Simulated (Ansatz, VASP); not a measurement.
**Se in VASP and in Ansatz**

INCAR

```
SYSTEM = Se
PREC = Accurate
ENCUT = 520
EDIFF = 1E-6
ISMEAR = -1
SIGMA = 0.08
LREAL = .FALSE.
LASPH = .TRUE.
NELM = 100
ALGO = Normal
ISIF = 2
LWAVE = .FALSE.
LCHARG = .TRUE.
GGA = PS
LELF = .TRUE.
LVHAR = .TRUE.
NBANDS = 13
```

KPOINTS

```
Automatic mesh
0
G
  11 11 11
  0 0 0
```

The input POSCAR:

```
Se
1.0
    0.0000000000      2.3481059787      2.3481059787
    2.3481059787      0.0000000000      2.3481059787
    2.3481059787      2.3481059787      0.0000000000
Se
2
Direct
   -0.1250000000     -0.1250000000     -0.1250000000
    0.1250000000      0.1250000000      0.1250000000
```

Input for Ansatz:

```yaml
crystal:
  lattice:
    - [0.0, 2.3481059787, 2.3481059787]
    - [2.3481059787, 0.0, 2.3481059787]
    - [2.3481059787, 2.3481059787, 0.0]
  atoms:
    - { symbol: Se, position: [-0.125, -0.125, -0.125] }
    - { symbol: Se, position: [0.125, 0.125, 0.125] }
kpoints:
  mp_grid: { grid: [11, 11, 11] }
  band_path:
    path:
      - [0.0, 0.0, 0.0]
      - [0.5, 0.0, 0.5]
      - [0.625, 0.25, 0.625]
      - [0.375, 0.375, 0.75]
      - [0.0, 0.0, 0.0]
      - [0.5, 0.5, 0.5]
      - [0.5, 0.25, 0.75]
      - [0.5, 0.0, 0.5]
    npoints: 8
scf:
  occupations: { method: fermi_dirac, width: 0.08 }
hamiltonian:
  xc: pbesol
  pseudopotentials: { kind: paw }
output:
  forces: true
  stress: true
  eigenvalues: true
  populations: true
  dos: { projected: true, de: 0.2, e_range: [-14, 8] }
  write_density: true
  write_potential: true
  elf: true
  volumetric_format: npy
```

Change from the starting cell: volume scaled by 0.43, PAW files.

Alike in both runs: task single point; functional PBEsol; k mesh 11 × 11 × 11; occupations fermi-dirac, width 0.08 eV; no spin polarisation.

|  | VASP | Ansatz |
| --- | --- | --- |
| version | VASP 6.6.1 | Ansatz 0.2.0 |
| potentials or method | VASP PAW PBE potentials, release 64 (Se) | PAW with Ansatz's default frozen-core files, scalar-relativistic |
| plane-wave cutoff (eV) | 520 | 420 |
| valence electrons in the cell | 12 | 32 |

```csv
,VASP,Ansatz,Ansatz less VASP
pressure (GPa),195.6,191.4,-4.23
```

VASP's potentials were made for PBE, not for PBEsol. Both programs put the cell under a high pressure, so it lies far from rest at this level. The functional is the same, so the differences come from potentials, cutoffs and numerics. VASP's potentials hold 12 valence electrons a cell and Ansatz's 32, so a difference there can come from the potentials and not from the codes.

Noted on VASP's run: the cell as given lies far from equilibrium.
